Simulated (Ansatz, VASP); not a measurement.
## Two plane-wave programs on GaN

The input INCAR:

```
PREC = Accurate
ENCUT = 520
EDIFF = 1E-6
ISMEAR = 0
SIGMA = 0.05
LREAL = False
LASPH = True
NELM = 60
ALGO = Normal
ISIF = 2
LWAVE = False
LCHARG = True
LDIPOL = True
IDIPOL = 3
DIPOL = 0.5 0.5 0.500
GGA = PE
LELF = True
LVHAR = True
LVACPOTAV = True
NBANDS = 66
```

File KPOINTS:

```
regular mesh
0
Gamma
  9 9 1
```

File POSCAR:

```
GaN
1.0
    3.2184289160      0.0000000000      0.0000000000
   -1.6092144580      2.7872412015      0.0000000000
    0.0000000000      0.0000000000     28.7538498141
N Ga
6 6
Direct
    0.3333333333      0.6666666667      0.2608346377
    0.6666666667      0.3333333333      0.3520055680
    0.3333333333      0.6666666667      0.4431764983
    0.6666666667      0.3333333333      0.5343474286
    0.3333333333      0.6666666667      0.6255183588
    0.6666666667      0.3333333333      0.7166892891
    0.6666666667      0.3333333333      0.2833107109
    0.3333333333      0.6666666667      0.3744816412
    0.6666666667      0.3333333333      0.4656525714
    0.3333333333      0.6666666667      0.5568235017
    0.6666666667      0.3333333333      0.6479944320
    0.3333333333      0.6666666667      0.7391653623
```

Input for Ansatz:

```yaml
crystal:
  lattice:
    - [3.218428916, 0.0, 0.0]
    - [-1.609214458, 2.7872412015, 0.0]
    - [0.0, 0.0, 28.7538498141]
  atoms:
    - { symbol: "N", position: [0.3333333333, 0.6666666667, 0.2608346377] }
    - { symbol: Ga, position: [0.6666666667, 0.3333333333, 0.2833107109] }
    - { symbol: "N", position: [0.6666666667, 0.3333333333, 0.352005568] }
    - { symbol: Ga, position: [0.3333333333, 0.6666666667, 0.3744816412] }
    - { symbol: "N", position: [0.3333333333, 0.6666666667, 0.4431764983] }
    - { symbol: Ga, position: [0.6666666667, 0.3333333333, 0.4656525714] }
    - { symbol: "N", position: [0.6666666667, 0.3333333333, 0.5343474286] }
    - { symbol: Ga, position: [0.3333333333, 0.6666666667, 0.5568235017] }
    - { symbol: "N", position: [0.3333333333, 0.6666666667, 0.6255183588] }
    - { symbol: Ga, position: [0.6666666667, 0.3333333333, 0.647994432] }
    - { symbol: "N", position: [0.6666666667, 0.3333333333, 0.7166892891] }
    - { symbol: Ga, position: [0.3333333333, 0.6666666667, 0.7391653623] }
basis:
  ecutwfc: 420
kpoints:
  mp_grid: { grid: [9, 9, 1] }
hamiltonian:
  xc: pbe
scf:
  occupations: { method: gaussian, width: 0.05 }
output:
  forces: true
  stress: true
  eigenvalues: true
efield:
  axis: 3
  dipole_correction: true
  ramp_width: 0.04
```

Alike in both runs: task single point; functional PBE; k mesh 9 × 9 × 1; occupations gaussian, width 0.05 eV; no spin polarisation.

```csv
,VASP,Ansatz
version,VASP 6.6.1,Ansatz 0.2.0
potentials or method,"VASP PAW PBE potentials, release 64 (N, Ga_d), cutoff 520 eV","scalar-relativistic, plane waves, PAW"
valence electrons in the cell,108,108
```

|  | VASP | Ansatz | Ansatz less VASP |
| --- | --- | --- | --- |
| gap on the k mesh at the Fermi level (eV) | none | none | - |
| rms of the force components (eV/Å) | 0.482 | 0.481 | -0.0002 |
| work function, face that differs most (eV) | 7.48 | 7.47 | -0.003 |

A gap of «none» marks a metal or a gap that the smearing closes. With one functional, cell and mesh, what is left measures potentials, basis and numerics.
